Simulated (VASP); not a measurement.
# Zn (Cmce) in VASP: relaxation of cell and atoms with PBEsol

Aim: the relaxation of cell and atoms of Zn with PBEsol.

Everything below comes from runs of VASP 6.6.1. Logs are shortened: lines on timing, memory, paths and dates and some standing lists are left out, and cuts for length are marked.

**1. The cell of the first run**

The structure is orthorhombic, space group Cmce (No. 64). The conventional cell has a = 4.224 Å, b = 7.158 Å, c = 4.229 Å, α = 90.00°, β = 90.00°, γ = 90.00°. Within 3.0 Å of Zn (site symmetry m) lie 7 Zn at 2.28 to 2.62 Å.

**2. Relaxation of cell and atoms, PBEsol**

Input file INCAR:

```
  PREC = Accurate
  ENCUT = 600
  EDIFF = 1E-6
  ISMEAR = 0
  SIGMA = 0.1
  LREAL = F
  LASPH = T
  NELM = 60
  ALGO = Fast
  ISIF = 3
  LWAVE = F
  LCHARG = F
  GGA = PS
  IBRION = 2
  NSW = 90
  EDIFFG = -0.04
```

Input file KPOINTS:

```
regular mesh
0
Gamma
  6 6 4
```

Input file POSCAR:

```
Zn
1.0
    2.1117641652     -3.5790486377      0.0000000000
    2.1117641652      3.5790486377      0.0000000000
    0.0000000000      0.0000000000      4.2291463431
Zn
4
Direct
    0.1525000000      0.8475000000      0.0785000000
    0.6525000000      0.3475000000      0.4215000000
    0.8475000000      0.1525000000      0.9215000000
    0.3475000000      0.6525000000      0.5785000000
```

Potentials or basis: VASP PAW PBE potentials, release 64 (Zn).

The run is started by

```sh
$ cat potpaw_PBE.64/Zn/POTCAR > POTCAR
$ mpirun -np 1 vasp_std > vasp.out
```

OUTCAR:

```text
PREC = Accurate
   ENCUT = 600
   EDIFF = 1E-6
   ISMEAR = 0
   LREAL = F
   LASPH = T
   NELM = 60
   ISIF = 3
   GGA = PS
   IBRION = 2
   NSW = 90
   EDIFFG = -0.04

 ion  position               nearest neighbor table
   1  0.153  0.847  0.078-   3 2.28   4 2.53   4 2.53   2 2.56   2 2.56   3 2.62   3 2.62
   2  0.653  0.347  0.422-   4 2.28   3 2.53   3 2.53   1 2.56   1 2.56   4 2.62   4 2.62
   3  0.847  0.153  0.922-   1 2.28   2 2.53   2 2.53   4 2.56   4 2.56   1 2.62   1 2.62
   4  0.347  0.653  0.578-   2 2.28   1 2.53   1 2.53   3 2.56   3 2.56   2 2.62   2 2.62

  LATTYP: Found a base centered orthorhombic cell.
 ALAT       =     4.2235283304
 B/A-ratio  =     1.6948145521
 C/A-ratio  =     1.0013301705

  Lattice vectors:

 A1 = (   2.1117641652,  -3.5790486377,   0.0000000000)
 A2 = (   2.1117641652,   3.5790486377,   0.0000000000)
 A3 = (   0.0000000000,   0.0000000000,   4.2291463431)

Analysis of symmetry for initial positions (statically):
=====================================================================
 Subroutine PRICEL returns:
 Original cell was already a primitive cell.

 Routine SETGRP: Setting up the symmetry group for a
 base centered orthorhombic supercell.

 Subroutine GETGRP returns: Found  8 space group operations
 (whereof  4 operations were pure point group operations)
 out of a pool of  8 trial point group operations.

The static configuration has the point symmetry C_2h.
 The point group associated with its full space group is D_2h.

Analysis of symmetry for dynamics (positions and initial velocities):
=====================================================================
 Subroutine PRICEL returns:
 Original cell was already a primitive cell.

 Routine SETGRP: Setting up the symmetry group for a
 base centered orthorhombic supercell.

 Subroutine GETGRP returns: Found  8 space group operations
 (whereof  4 operations were pure point group operations)
 out of a pool of  8 trial point group operations.

The dynamic configuration has the point symmetry C_2h.
 The point group associated with its full space group is D_2h.

 Subroutine INISYM returns: Found  8 space group operations
 (whereof  4 operations are pure point group operations),
 and found     1 'primitive' translations

----------------------------------------------------------------------------------------

                                     Primitive cell

  volume of cell :      63.9287

  direct lattice vectors                    reciprocal lattice vectors
     2.111764165 -3.579048638  0.000000000     0.236768863 -0.139701929  0.000000000
     2.111764165  3.579048638  0.000000000     0.236768863  0.139701929  0.000000000
     0.000000000  0.000000000  4.229146343     0.000000000  0.000000000  0.236454338

  length of vectors
     4.155615122  4.155615122  4.229146343     0.274911119  0.274911119  0.236454338

  position of ions in fractional coordinates (direct lattice)
     0.152500000  0.847500000  0.078500000
     0.652500000  0.347500000  0.421500000
     0.847500000  0.152500000  0.921500000
     0.347500000  0.652500000  0.578500000

  ion indices of the primitive-cell ions
   primitive index   ion index
                 1           1
                 2           2
                 3           3
                 4           4

----------------------------------------------------------------------------------------

 KPOINTS: regular mesh

Automatic generation of k-mesh.
 Grid dimensions read from file:
 generate k-points for:    6    6    4

 Generating k-lattice:

  Cartesian coordinates                     Fractional coordinates (reciprocal lattice)
     0.039461477 -0.023283655  0.000000000     0.166666667  0.000000000  0.000000000
     0.039461477  0.023283655  0.000000000     0.000000000  0.166666667  0.000000000
     0.000000000  0.000000000  0.059113585     0.000000000  0.000000000  0.250000000

  Length of vectors
     0.045818520  0.045818520  0.059113585

  Shift w.r.t. Gamma in fractional coordinates (k-lattice)
     0.000000000  0.000000000  0.000000000

 Subroutine IBZKPT returns following result:
 ===========================================

 Found     39 irreducible k-points:

 Following reciprocal coordinates:
            Coordinates               Weight
  0.000000  0.000000  0.000000      1.000000
  0.166667  0.000000  0.000000      4.000000
  0.333333  0.000000  0.000000      4.000000
  0.500000  0.000000  0.000000      2.000000
  0.166667  0.166667  0.000000      2.000000
  0.333333  0.166667  0.000000      4.000000
[... 16 lines left out ...]
  0.333333  0.333333  0.250000      4.000000
  0.500000  0.333333  0.250000      8.000000
 [... further k-points ...]
   k-points           NKPTS =     39   k-points in BZ     NKDIM =     39   number of bands    NBANDS=     28
   number of dos      NEDOS =    301   number of ions     NIONS =      4
   total plane-waves  NPLWV =  46656
   dimension x,y,z NGX =    36 NGY =   36 NGZ =   36
   dimension x,y,z NGXF=    72 NGYF=   72 NGZF=   72
   ions per type =               4
   NGX,Y,Z   is equivalent  to a cutoff of  14.40, 14.40, 14.15 a.u.
   NGXF,Y,Z  is equivalent  to a cutoff of  28.80, 28.80, 28.30 a.u.
 SYSTEM =  unknown system
   PREC   = accura    normal or accurate (medium, high low for compatibility)
   ISTART =      0    job   : 0-new  1-cont  2-samecut
   ICHARG =      2    charge: 1-file 2-atom 10-const
   ISPIN  =      1    spin polarized calculation?
   LNONCOLLINEAR =      F non collinear calculations
   LSORBIT =      F    spin-orbit coupling
   LASPH  =      T    aspherical Exc in radial PAW
   ENCUT  =  600.0 eV  44.10 Ry    6.64 a.u.   8.30  8.30  8.45*2*pi/ulx,y,z
   NELM   =     60;   NELMIN=  2; NELMDL= -5     # of ELM steps
   EDIFF  = 0.1E-05   stopping-criterion for ELM
   LREAL  =      F    real-space projection
   EDIFFG = -.4E-01   stopping-criterion for IOM
   NSW    =     90    number of steps for IOM
   IBRION =      2    ionic relax: 0-MD 1-quasi-New 2-CG
   NFREE  =      1    steps in history (QN), initial steepest desc. (CG)
   ISIF   =      3    stress and relaxation
   ISYM   =      2    0-nonsym 1-usesym 2-fastsym
   POTIM  = 0.5000    time-step for ionic-motion
   TEBEG  =    0.0;   TEEND  =   0.0 temperature during run
   PSTRESS=    0.0 pullay stress
   NELECT =      48.0000    total number of electrons
   NUPDOWN=      -1.0000    fix difference up-down
   EMIN   =  10.00;   EMAX   =-10.00  energy-range for DOS
   EFERMI =   0.00;   METHOD = LEGACY
   ISMEAR =     0;   SIGMA  =   0.10  broadening in eV -4-tet -1-fermi 0-gaus
   EFERMI_NEDOS =   21; number of points for ismear=-14 and -15
   IALGO  =     68    algorithm
   IMIX   =      4    mixing-type and parameters
     AMIX     =   0.40;   BMIX     =  1.00
     AMIX_MAG =   1.60;   BMIX_MAG =  1.00
  volume/ion in A,a.u.               =      15.98       107.85
  Fermi-wavevector in a.u.,A,eV,Ry     =   1.487956  2.811829 30.123464  2.214012
  Thomas-Fermi vector in A             =   2.601051
   LORBIT       =      0    0 simple, 1 ext, 2 COOP (PROOUT), +10 PAW based schemes
   GGA     = PS    functional components
   LHFCALC =     F    Hartree Fock is set to
   AEXX    =    0.0000 exact exchange contribution
   IVDW    =     0    specifies the selected vdW correction
   LEPSILON=     F    determine dielectric tensor
   LRPA    =     F    only Hartree local field effects (RPA)
 conjugate gradient relaxation of ions
 non-spin polarized calculation
 RMM-DIIS sequential band-by-band and
 Gauss-broadening in eV      SIGMA  =   0.10
  energy-cutoff  :      600.00
  volume of cell :       63.93
 maximum number of plane-waves:      2151
 NGX is ok and might be reduce to    36
   NGX = 17   NGY = 17   NGZ = 17

--------------------------------------- Ionic step        1  -------------------------------------------

 number of electron      47.9999983 magnetization

 Free energy of the ion-electron system (eV)
  ---------------------------------------------------
  ext. energy  EPLUGINS =         0.00000000
  ---------------------------------------------------
  free energy    TOTEN  =        -5.12040872 eV

  energy without entropy =       -5.11450649  energy(sigma->0) =       -5.11745760

------------------------ aborting loop because EDIFF is reached ----------------------------------------

  FORCE on cell =-STRESS in cart. coord.  units (eV):
  Direction    XX          YY          ZZ          XY          YZ          ZX
  --------------------------------------------------------------------------------------
  -------------------------------------------------------------------------------------
  Total        1.3471251      5.0555938      2.2864102      0.0000000      0.0000000      0.0000000
  in kB       33.7615807    126.7030374     57.3018968      0.0000000      0.0000000      0.0000000
  external PRESSURE =      72.5888383 kB  Pullay stress =       0.0000000 kB
[... 95 lines left out ...]
  FREE ENERGIE OF THE ION-ELECTRON SYSTEM (eV)
  ---------------------------------------------------
  free  energy   TOTEN  =        -5.3272104706 eV

  energy  without entropy=       -5.3226022266  energy(sigma->0) =       -5.32490635

[... ionic steps 4 to 59 ...]

--------------------------------------- Ionic step       60  -------------------------------------------

 number of electron      47.9999982 magnetization

------------------------ aborting loop because EDIFF is reached ----------------------------------------

  FORCE on cell =-STRESS in cart. coord.  units (eV):
  Direction    XX          YY          ZZ          XY          YZ          ZX
  --------------------------------------------------------------------------------------
  -------------------------------------------------------------------------------------
  Total        0.2520675     -0.0568738     -0.1343262      0.0000000      0.0000000      0.0000000
  in kB        6.9877452     -1.5766408     -3.7237544      0.0000000      0.0000000      0.0000000
  external PRESSURE =       0.5624500 kB  Pullay stress =       0.0000000 kB
[... 61 lines left out ...]
  energy  without entropy=       -6.1862495500  energy(sigma->0) =       -6.18831488

--------------------------------------- Ionic step       62  -------------------------------------------

 number of electron      47.9999991 magnetization

 Free energy of the ion-electron system (eV)
  ---------------------------------------------------
  ext. energy  EPLUGINS =         0.00000000
  ---------------------------------------------------
  free energy    TOTEN  =        -6.19229389 eV

  energy without entropy =       -6.18775854  energy(sigma->0) =       -6.19002621

 E-fermi :   3.1670     XC(G=0): -11.9595

 val. band max:        3.1221890898   @ k =   0.1667   0.0000   0.2500
 cond. band min:       3.2790325925   @ k =  -0.1667   0.1667   0.0000
 fundamental gap:      0.1568435027
 Fermi energy:         3.1669706373

 k-point     1 :       0.0000    0.0000    0.0000
  band No.  band energies     occupation
      1      -7.5243      2.00000
      2      -5.3070      2.00000
      3      -5.2207      2.00000
      4      -4.8701      2.00000
      5      -4.5986      2.00000
      6      -4.5967      2.00000
[... 733 lines left out ...]
     27       5.4123      0.00000
     28       6.6619      0.00000

 [... further k-points ...]

------------------------ aborting loop because EDIFF is reached ----------------------------------------

  FORCE on cell =-STRESS in cart. coord.  units (eV):
  Direction    XX          YY          ZZ          XY          YZ          ZX
  --------------------------------------------------------------------------------------
  -------------------------------------------------------------------------------------
  Total        0.1162975      0.0182515     -0.0988354      0.0000000     -0.0000000      0.0000000
  in kB        3.2199509      0.5053325     -2.7364739      0.0000000     -0.0000000      0.0000000
  external PRESSURE =       0.3296032 kB  Pullay stress =       0.0000000 kB
[... 19 lines left out ...]
  FREE ENERGIE OF THE ION-ELECTRON SYSTEM (eV)
  ---------------------------------------------------
  free  energy   TOTEN  =        -6.1922938854 eV

  energy  without entropy=       -6.1877585389  energy(sigma->0) =       -6.19002621

 reached required accuracy - stopping structural energy minimisation
```

It took 25 min on 1 thread of Intel Xeon 6975P-C (Granite Rapids), shared host; peak memory 0.25 GiB.

Results:

* Free energy: -6.1923 eV
* Relaxed volume: 14.47 Å³/atom
* Relaxed cell: a = 3.321 Å, b = 3.321 Å, c = 5.272 Å, α = 90.00°, β = 90.00°, γ = 95.58°
* Space group after relaxing (to 0.1 Å): Fmmm (No. 69)
* Energy gained by relaxing: 268.0 meV/atom
* Ionic steps: 62
* Pressure after relaxing: 0.0 GPa
* Largest force after relaxing: 0.011 eV/Å

Forces on the atoms (eV/Å):
```
Zn   0.000 -0.002  0.011
Zn   0.000 -0.002 -0.011
Zn   0.000  0.002 -0.011
Zn   0.000  0.002  0.011
```

The path:
| step | energy change (eV) | largest force (eV/Å) | pressure (GPa) | volume (Å³) |
| --- | --- | --- | --- | --- |
| 1 | 0.0000 | 0.8418 | 7.26 | 63.93 |
| 3 | -0.2068 | 0.0211 | -0.01 | 69.88 |
| 5 | -0.2073 | 0.0412 | 0.07 | 69.83 |
| 7 | -0.2097 | 0.1459 | -0.52 | 70.52 |
| 9 | -0.2103 | 0.1501 | -0.59 | 70.55 |
| 11 | -0.2134 | 0.1695 | -0.60 | 70.66 |
| 13 | -0.2433 | 0.2741 | -1.13 | 71.07 |
| 15 | -0.3757 | 0.7020 | -3.78 | 71.63 |
| 17 | -0.3201 | 0.8341 | -6.27 | 70.29 |
| 19 | -0.3553 | 0.7874 | -4.01 | 71.53 |
| 21 | -0.3560 | 0.7890 | -3.96 | 71.60 |
| 23 | -0.3567 | 0.7663 | -4.03 | 71.68 |
| 25 | -0.3583 | 0.7744 | -4.14 | 71.63 |
| 27 | -0.3695 | 0.7631 | -4.03 | 71.46 |
| 29 | -0.4125 | 0.7237 | -4.07 | 70.79 |
| 31 | -0.5617 | 0.6003 | -2.81 | 68.15 |
| 33 | -0.6697 | 0.1620 | 8.63 | 58.17 |
| 35 | -0.7841 | 0.2782 | 2.00 | 62.05 |
| 37 | -0.8745 | 0.3174 | -2.34 | 63.52 |
| 39 | -0.9125 | 0.2334 | -0.65 | 61.98 |
| 41 | -0.9461 | 0.2197 | 0.86 | 60.06 |
| 43 | -0.9413 | 0.2947 | 6.53 | 55.15 |
| 45 | -0.9954 | 0.1933 | 1.85 | 58.31 |
| 47 | -1.0066 | 0.1326 | -1.37 | 60.03 |
| 49 | -1.0074 | 0.1470 | -0.81 | 59.65 |
| 51 | -1.0382 | 0.0266 | -0.85 | 59.20 |
| 53 | -1.0452 | 0.0945 | -0.65 | 58.93 |
| 55 | -1.0524 | 0.1378 | 0.09 | 58.30 |
| 57 | -1.0621 | 0.1464 | -0.12 | 58.09 |
| 59 | -1.0674 | 0.1051 | -0.26 | 58.00 |
| 61 | -1.0700 | 0.0451 | 0.24 | 57.73 |
| 62 | -1.0719 | 0.0111 | 0.03 | 57.87 |

Final structure:
```
Zn
1.0
     2.23118   -2.45966    0.00000
     2.23118    2.45966    0.00000
     0.00000    0.00000    5.27220
Zn
4
Cartesian
  2.2312 1.2310 0.6568
  2.2312 -1.2287 1.9793
  2.2312 -1.2310 4.6154
  2.2312 1.2287 3.2929
```

Caveat: the k points lie up to 0.32 Å⁻¹ apart in the final cell; the highest band is partly filled, so the run has too few bands; a cell axis changed by over 15 % at a fixed basis, so the end point is rough; the PAW data sets were made with another functional, which shifts forces and pressure a little.
